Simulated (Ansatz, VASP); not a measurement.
# Two plane-wave programs on GaSb

The input INCAR:

```
PREC = Accurate ; ENCUT = 500
EDIFF = 1E-7 ; ISMEAR = -1
SIGMA = 0.15 ; LREAL = F
LASPH = T ; NELM = 120
ALGO = Normal ; ISIF = 3
LWAVE = F ; LCHARG = F
GGA = RP ; IBRION = 2
NSW = 80 ; EDIFFG = -0.001
GGA_COMPAT = F ; NELMIN = 4
```

The input KPOINTS:

```
regular mesh
0
Gamma
  10 10 10
```

POSCAR

```
GaSb
1.0
    0.0000000000      3.1428435116      3.1428435116
    3.1428435116      0.0000000000      3.1428435116
    3.1428435116      3.1428435116      0.0000000000
Ga Sb
1 1
Direct
    0.0000000000      0.0000000000      0.0000000000
    0.2500000000      0.2500000000      0.2500000000
```

Input for Ansatz:

```yaml
crystal:
  lattice:
    - [0.0, 3.1428435116, 3.1428435116]
    - [3.1428435116, 0.0, 3.1428435116]
    - [3.1428435116, 3.1428435116, 0.0]
  atoms:
    - { symbol: Ga, position: [0.0, 0.0, 0.0] }
    - { symbol: Sb, position: [0.25, 0.25, 0.25] }
basis:
  ecutwfc: 420
kpoints:
  mp_grid: { grid: [10, 10, 10] }
hamiltonian:
  xc: rpbe
  pseudopotentials: { kind: paw, azcp: { folder: soft_1 } }
scf:
  occupations: { method: fermi_dirac, width: 0.15 }
output:
  forces: true
  stress: true
  eigenvalues: true
relax:
  adjacent_minimum: "off"
  f_tol: 0.001
  max_steps: 60
  cell: { stress_tol: 0.01 }
```

Alike in both runs: task relaxation of cell and atoms; functional RPBE; k mesh 10 × 10 × 10; occupations fermi-dirac, width 0.15 eV; no spin polarisation.

|  | VASP | Ansatz |
| --- | --- | --- |
| version | VASP 6.6.1 | Ansatz 0.2.0 |
| potentials or method | VASP PAW PBE potentials, release 64 (Ga_d, Sb), cutoff 500 eV | scalar-relativistic, plane waves, PAW |
| valence electrons in the cell | 18 | 28 |

|  | VASP | Ansatz | Ansatz less VASP |
| --- | --- | --- | --- |
| gap on the k mesh at the Fermi level, each at its own relaxed structure (eV) | none | none | - |
| relaxed volume (Å³/atom) | 31.09 | 31.07 | -0.014 |
| relaxed cell length with the largest relative difference (Å) | 4.447 | 4.446 | -0.0006 |

VASP's potentials were made for PBE, not for RPBE. A gap of «none» marks a metal or a gap that the smearing closes. VASP's potentials hold 18 valence electrons a cell and Ansatz's 28, so a difference there can come from the potentials and not from the codes.

Neither program's run includes spin-orbit coupling.
